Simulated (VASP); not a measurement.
Input of a VASP 6.6.1 run:

File INCAR:

```
SYSTEM = LiSi2N2
PREC = Accurate ; ENCUT = 1330
EDIFF = 1E-7 ; ISMEAR = 0
SIGMA = 0.1 ; LREAL = .FALSE.
LASPH = .TRUE. ; NELM = 120
ALGO = Normal ; ISIF = 3
LWAVE = .FALSE. ; LCHARG = .FALSE.
GGA = PE ; IBRION = 2
NSW = 100 ; EDIFFG = -0.01
GGA_COMPAT = .FALSE. ; NELMIN = 4
```

KPOINTS

```
Automatic mesh
0
G
  12 12 4
  0 0 0
```

Contents of POSCAR:

```
LiSi2N2
1.0
    2.8982136291      0.0000000000      0.0000000000
   -1.4491068145      2.5099266284      0.0000000000
    0.0000000000      0.0000000000      9.1137133872
Li Si N
1 2 2
Direct
    0.0000000000      0.0000000000      0.0000000000
    0.3333333333      0.6666666667      0.2532236369
    0.6666666667      0.3333333333      0.7467763631
    0.3333333333      0.6666666667      0.6801576131
    0.6666666667      0.3333333333      0.3198423869
```

Potentials or basis: VASP PAW PBE potentials, release 64 (Li_sv, Si, N_h).

Command:

```console
$ cat potpaw_PBE.64/Li_sv/POTCAR potpaw_PBE.64/Si/POTCAR potpaw_PBE.64/N_h/POTCAR > POTCAR
$ mpirun -np 1 vasp_std > vasp.out
```

Task: Estimate the relaxed cell.

Result: a = 2.896 Å, b = 2.896 Å, c = 9.285 Å, α = 90.00°, β = 90.00°, γ = 120.00°.

Task: Estimate the band gap on the k mesh.

Result: Zero (an odd number of electrons rules out a gap without spin polarisation).

Task: Estimate the space group after relaxing (to 0.1 Å).

Result: P-3m1 (No. 164).

Final structure:
```xyz
5
Lattice="2.8960 0.0000 0.0000 -1.4480 2.5080 0.0000 0.0000 0.0000 9.2848" Properties=species:S:1:pos:R:3 pbc="T T T"
Li    0.0000    0.0000    0.0000
Si    0.0000    1.6720    2.3094
Si    1.4480    0.8360    6.9754
N     0.0000    1.6720    6.3662
N     1.4480    0.8360    2.9187
```

Caveat: an odd number of electrons without spin polarisation forces a metal; a magnetic or distorted state may lie lower.
